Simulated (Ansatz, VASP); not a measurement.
**Two plane-wave programs on As**

```
As
1.0
     2.95798    0.00000    0.00000
    -1.47899    2.56169    0.00000
     0.00000    0.00000    9.66077
As
4
Direct
  0.00000 0.00000 0.00000
  0.00000 0.00000 0.50000
  0.33333 0.66667 0.25000
  0.66667 0.33333 0.75000
```

Alike in both runs: task relaxation of cell and atoms; functional BLYP; k mesh 12 × 12 × 4; occupations fermi-dirac, width 0.1 eV; no spin polarisation.

|  | VASP | Ansatz |
| --- | --- | --- |
| version | VASP 6.6.1 | Ansatz 0.2.0 |
| potentials or method | VASP PAW PBE potentials, release 64 (As), cutoff 600 eV | plane waves (420 eV) with PAW, scalar-relativistic |
| valence electrons in the cell | 20 | 60 |

Ansatz gave:

- relaxed volume (Å³/atom): 21.67
- relaxed cell length with the largest relative difference (Å): 2.978

Task: Which values does VASP return?

Result: Relaxed volume (Å³/atom): 21.74; relaxed cell length with the largest relative difference (Å): 2.982.

VASP's potentials were made for PBE, not for BLYP. VASP's potentials hold 20 valence electrons a cell and Ansatz's 60, so a difference there can come from the potentials and not from the codes.

Noted on VASP's run: the volume moved by over 15 % at a fixed basis, so the end points are rough; too few bands were computed for a metal, which touches its energy and stress.
